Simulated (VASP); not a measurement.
# Al3C in VASP: notebook

Al3C is run at these levels: r2SCAN; tasks: single point.

All numbers are computed with VASP 6.6.1; they aren't measurements. Logs are shortened: lines on timing, memory, paths and dates and some standing lists are left out, and cuts for length are marked.

**1. The cell of the first run**

The cell holds a slab with vacuum, 4 atoms: a = 2.823 Å, b = 2.823 Å, c = 19.601 Å, α = 90.00°, β = 90.00°, γ = 90.00°.

**2. Single point, r2SCAN**

File POSCAR:

```
Al3C
1.0
    2.8227735243      0.0000000000      0.0000000000
    0.0000000000      2.8227735243      0.0000000000
    0.0000000000      0.0000000000     19.6006972839
Al C
3 1
Direct
    0.5000000000      0.5000000000      0.2040743726
    0.0000000000      0.0000000000      0.3086652018
    0.5000000000      0.5000000000      0.4132861789
    0.5000000000      0.8333333333      0.4984895136
```

File INCAR.step1:

```
SYSTEM = Al3C
PREC = Accurate
ENCUT = 520
ISMEAR = 0
SIGMA = 0.1
LREAL = .FALSE.
LASPH = .TRUE.
NELM = 100
LDIPOL = .TRUE.
IDIPOL = 3
DIPOL = 0.5 0.5 0.356
NBANDS = 14
GGA = PE
ALGO = Normal
EDIFF = 1E-4
LWAVE = .TRUE.
LCHARG = .FALSE.
```

File INCAR.step2:

```
SYSTEM = Al3C
PREC = Accurate
ENCUT = 520
EDIFF = 1E-7
ISMEAR = 0
SIGMA = 0.1
LREAL = .FALSE.
LASPH = .TRUE.
NELM = 100
ALGO = Normal
ISIF = 2
LWAVE = .FALSE.
LCHARG = .FALSE.
LDIPOL = .TRUE.
IDIPOL = 3
DIPOL = 0.5 0.5 0.356
METAGGA = R2SCAN
LMIXTAU = .TRUE.
NBANDS = 14
ISTART = 1
```

File KPOINTS:

```
regular mesh
0
G
  9 9 1
  0 0 0
```

Potentials or basis: VASP PAW PBE potentials, release 64 (Al, C).

Run with:

```console
> cat potpaw_PBE.64/Al/POTCAR potpaw_PBE.64/C/POTCAR > POTCAR
> cp INCAR.step1 INCAR
> mpirun -np 1 vasp_std > vasp.out
> cp INCAR.step2 INCAR
> mpirun -np 1 vasp_std > vasp.out
```

OUTCAR:

```text
SYSTEM = Al3C
   PREC = Accurate
   ENCUT = 520
   EDIFF = 1E-7
   ISMEAR = 0
   LREAL = .FALSE.
   LASPH = .TRUE.
   NELM = 100
   ISIF = 2
   METAGGA = R2SCAN
   ISTART = 1

 ion  position               nearest neighbor table
   1  0.500  0.500  0.204-   2 2.86   2 2.86   2 2.86   2 2.86
   2  0.000  0.000  0.309-   1 2.86   1 2.86   1 2.86   1 2.86   3 2.86   3 2.86   3 2.86   3 2.86

   3  0.500  0.500  0.413-   4 1.92   4 2.52   2 2.86   2 2.86   2 2.86   2 2.86
   4  0.500  0.833  0.498-   3 1.92   3 2.52

  LATTYP: Found a simple tetragonal cell.
 ALAT       =     2.8227735243
 C/A-ratio  =     6.9437725397

  Lattice vectors:

 A1 = (   2.8227735243,   0.0000000000,   0.0000000000)
 A2 = (   0.0000000000,   2.8227735243,   0.0000000000)
 A3 = (   0.0000000000,   0.0000000000,  19.6006972839)

Analysis of symmetry for initial positions (statically):
=====================================================================
 Subroutine PRICEL returns:
 Original cell was already a primitive cell.

 Routine SETGRP: Setting up the symmetry group for a
 simple tetragonal supercell.

 Subroutine GETGRP returns: Found  2 space group operations
 (whereof  2 operations were pure point group operations)
 out of a pool of 16 trial point group operations.

The static configuration has the point symmetry C_1h.

Analysis of symmetry for dynamics (positions and initial velocities):
=====================================================================
 Subroutine PRICEL returns:
 Original cell was already a primitive cell.

 Routine SETGRP: Setting up the symmetry group for a
 simple tetragonal supercell.

 Subroutine GETGRP returns: Found  2 space group operations
 (whereof  2 operations were pure point group operations)
 out of a pool of 16 trial point group operations.

The dynamic configuration has the point symmetry C_1h.

 Subroutine INISYM returns: Found  2 space group operations
 (whereof  2 operations are pure point group operations),
 and found     1 'primitive' translations

----------------------------------------------------------------------------------------

                                     Primitive cell

  volume of cell :     156.1793

  direct lattice vectors                    reciprocal lattice vectors
     2.822773524  0.000000000  0.000000000     0.354261506  0.000000000  0.000000000
     0.000000000  2.822773524  0.000000000     0.000000000  0.354261506  0.000000000
[... 108 lines left out ...]
     AMIX_MAG =   1.60;   BMIX_MAG =  1.00
  volume/ion in A,a.u.               =      39.04       263.49
  Fermi-wavevector in a.u.,A,eV,Ry     =   0.714795  1.350766  6.951648  0.510932
  Thomas-Fermi vector in A             =   1.802788
   LORBIT       =      0    0 simple, 1 ext, 2 COOP (PROOUT), +10 PAW based schemes
   METAGGA = R2SCAN    functional components
   LHFCALC =     F    Hartree Fock is set to
   AEXX    =    0.0000 exact exchange contribution
   IVDW    =     0    specifies the selected vdW correction
   LEPSILON=     F    determine dielectric tensor
   LRPA    =     F    only Hartree local field effects (RPA)
 non-spin polarized calculation
 Gauss-broadening in eV      SIGMA  =   0.10
  energy-cutoff  :      520.00
  volume of cell :      156.18
 maximum number of plane-waves:      4249
 NGX is ok and might be reduce to    24
   NGX = 11   NGY = 11   NGZ = 73

 number of electron      13.0000001 magnetization

 dipolmoment           0.000000      0.000000      0.137738 electrons x Angstroem

 Free energy of the ion-electron system (eV)
  ---------------------------------------------------
  ext. energy  EPLUGINS =         0.00000000
  ---------------------------------------------------
  free energy    TOTEN  =       -24.44527463 eV

  energy without entropy =      -24.44125843  energy(sigma->0) =      -24.44326653

 E-fermi :  -1.0556     XC(G=0):  -4.9726

 val. band max:       -1.2433706097   @ k =  -0.1111   0.3333   0.0000
 cond. band min:      -1.0159395858   @ k =   0.3333   0.2222   0.0000
 fundamental gap:      0.2274310239
 Fermi energy:        -1.0556287862

 k-point     1 :       0.0000    0.0000    0.0000
  band No.  band energies     occupation
      1     -13.1674      2.00000
      2     -11.7631      2.00000
      3      -9.0963      2.00000
      4      -5.3882      2.00000
      5      -2.7326      2.00000
      6       0.4890      0.00000
      7       1.4567      0.00000
      8       1.6671      0.00000
      9       3.2819      0.00000
     10       4.7131      0.00000
     11       5.4920      0.00000
     12       6.0347      0.00000
     13       6.1257      0.00000
     14       6.3084      0.00000
[... 377 lines left out ...]
      1      -9.8639      2.00000
      2      -6.1618      2.00000
      3      -4.4446      2.00000
      4      -3.9148      2.00000
      5      -3.1540      2.00000
      6      -1.7202      2.00000
      7      -1.2821      1.99864
      8      -0.5708      0.00000
      9       0.3545      0.00000
     10       0.9910      0.00000
     11       2.1926      0.00000
     12       2.7077      0.00000
     13       3.1579      0.00000
     14       4.4037      0.00000

 [... further k-points ...]

------------------------ aborting loop because EDIFF is reached ----------------------------------------

 vacuum level on the upper side and lower side of the slab       (xc-potential included)         1.530        -1.519

  FORCE on cell =-STRESS in cart. coord.  units (eV):
  Direction    XX          YY          ZZ          XY          YZ          ZX
  --------------------------------------------------------------------------------------
  -------------------------------------------------------------------------------------
  Total       -2.9657853     -3.6416697      0.2212194      0.0000000      1.8069446      0.0000000
  in kB      -30.4247274    -37.3583376      2.2693953      0.0000000     18.5366746      0.0000000
  external PRESSURE =     -21.8378899 kB  Pullay stress =       0.0000000 kB

 VOLUME and BASIS-vectors are now :
 -----------------------------------------------------------------------------
  energy-cutoff  :      520.00
  volume of cell :      156.18
      direct lattice vectors                 reciprocal lattice vectors
     2.822773524  0.000000000  0.000000000     0.354261506  0.000000000  0.000000000
     0.000000000  2.822773524  0.000000000     0.000000000  0.354261506  0.000000000
     0.000000000  0.000000000 19.600697284     0.000000000  0.000000000  0.051018593

 POSITION                                       TOTAL-FORCE (eV/Angst)
 -----------------------------------------------------------------------------------
      1.41139      1.41139      4.00000         0.000000      0.030709     -0.068902
      0.00000      0.00000      6.05005         0.000000      0.046411      0.043174
      1.41139      1.41139      8.10070         0.000000     -1.291871      0.013981
      1.41139      2.35231      9.77074         0.000000      1.214751      0.011746
 -----------------------------------------------------------------------------------
    total drift:                                0.000000      0.000156     -0.000030

  FREE ENERGIE OF THE ION-ELECTRON SYSTEM (eV)
  ---------------------------------------------------
  free  energy   TOTEN  =       -24.4452746321 eV

  energy  without entropy=      -24.4412584252  energy(sigma->0) =      -24.44326653

 vacuum level on the upper side and lower side of the slab         6.522         3.395
```

OSZICAR.step1:

```text
N       E                     dE             d eps       ncg     rms          rms(c)
DAV:   1     0.393498187187E+02    0.39350E+02   -0.41978E+03   700   0.647E+02
DAV:   2    -0.109951351178E+02   -0.50345E+02   -0.46600E+02   974   0.115E+02
DAV:   3    -0.157811410167E+02   -0.47860E+01   -0.45624E+01   960   0.321E+01
DAV:   4    -0.159642994965E+02   -0.18316E+00   -0.18274E+00   928   0.817E+00
DAV:   5    -0.159736918507E+02   -0.93924E-02   -0.93913E-02  1122   0.178E+00    0.484E+00
DAV:   6    -0.249303659052E+02   -0.89567E+01   -0.64073E+01  1126   0.256E+01    0.115E+01
DAV:   7    -0.150324807344E+02    0.98979E+01   -0.34582E+01   978   0.204E+01    0.189E+00
DAV:   8    -0.150715527542E+02   -0.39072E-01   -0.15100E+00   858   0.512E+00    0.784E-01
DAV:   9    -0.150626308836E+02    0.89219E-02   -0.51328E-02   974   0.132E+00    0.266E-01
DAV:  10    -0.150605245929E+02    0.21063E-02   -0.41252E-03  1016   0.379E-01    0.177E-01
DAV:  11    -0.150589743287E+02    0.15503E-02   -0.16939E-03   934   0.200E-01    0.658E-02
DAV:  12    -0.150585565765E+02    0.41775E-03   -0.41730E-04   924   0.924E-02    0.628E-02
DAV:  13    -0.150583048357E+02    0.25174E-03   -0.28310E-04   900   0.696E-02    0.354E-02
DAV:  14    -0.150582239312E+02    0.80904E-04   -0.17651E-04   816   0.614E-02
   1 F= -.15058224E+02 E0= -.15056075E+02  d E =-.429873E-02
```

Run time: 2.4 min. Hardware: 1 thread of Intel Xeon 6975P-C (Granite Rapids), shared host; peak memory 0.32 GiB.

What came out:

```
Free energy   : -24.4453 eV
Largest force : 1.292 eV/Å
```

Forces in eV/Å, atoms in the order of the input:
```
Al   0.000  0.031 -0.069
Al   0.000  0.046  0.043
Al   0.000 -1.292  0.014
C    0.000  1.215  0.012
```

Caveat: the PAW data sets were made with another functional, which shifts forces and pressure a little.

(Continued in part 2 of 2.)
